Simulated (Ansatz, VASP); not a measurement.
# Two plane-wave programs on Si

File INCAR:

```
SYSTEM = Si
PREC = Accurate
ENCUT = 520
EDIFF = 1E-6
ISMEAR = 0
SIGMA = 0.01
LREAL = .FALSE.
LASPH = .TRUE.
NELM = 60
ALGO = Normal
ISIF = 2
LWAVE = .FALSE.
LCHARG = .TRUE.
GGA = PE
LELF = .TRUE.
LVHAR = .TRUE.
NBANDS = 16
```

Contents of KPOINTS:

```
regular mesh
0
G
  6 6 4
  0 0 0
```

POSCAR

```
Si
1.0
    3.8897104201      0.0000000000      0.0000000000
   -1.9448552101      3.3685880371      0.0000000000
    0.0000000000      0.0000000000      6.4275977929
Si
4
Direct
    0.3333333333      0.6666666667      0.0004225454
    0.6666666667      0.3333333333      0.5004225454
    0.3333333333      0.6666666667      0.3745774546
    0.6666666667      0.3333333333      0.8745774546
```

Input for Ansatz:

```yaml
crystal:
  lattice:
    - [3.8897104201, 0.0, 0.0]
    - [-1.9448552101, 3.3685880371, 0.0]
    - [0.0, 0.0, 6.4275977929]
  atoms:
    - { symbol: Si, position: [0.3333333333, 0.6666666667, 0.0004225454] }
    - { symbol: Si, position: [0.6666666667, 0.3333333333, 0.5004225454] }
    - { symbol: Si, position: [0.3333333333, 0.6666666667, 0.3745774546] }
    - { symbol: Si, position: [0.6666666667, 0.3333333333, 0.8745774546] }
kpoints:
  mp_grid: { grid: [6, 6, 4] }
hamiltonian:
  xc: pbe
scf:
  occupations: { method: fixed }
  n_extra_bands: 5
output:
  forces: true
  stress: true
  eigenvalues: true
```

Alike in both runs: task single point; functional PBE; k mesh 6 × 6 × 4; no spin polarisation.

|  | VASP | Ansatz |
| --- | --- | --- |
| version | VASP 6.6.1 | Ansatz 0.2.0 |
| potentials or method | VASP PAW PBE potentials, release 64 (Si) | plane waves, PAW |
| plane-wave cutoff (eV) | 520 | 420 |
| occupations | gaussian, width 0.01 eV | fixed |
| valence electrons in the cell | 16 | 16 |

```tsv
	VASP	Ansatz	Ansatz less VASP
gap on the k mesh at the Fermi level (eV)	0.51	0.51	-0.002
pressure (GPa)	-2.5	-2.4	+0.07
traceless stress, the component that is largest in VASP (GPa)	-0.16	-0.15	+0.004
rms of the force components (eV/Å)	0.011	0.011	-0.0004
```

Atom by atom the forces differ by 0.000 eV/Å (rms over components).
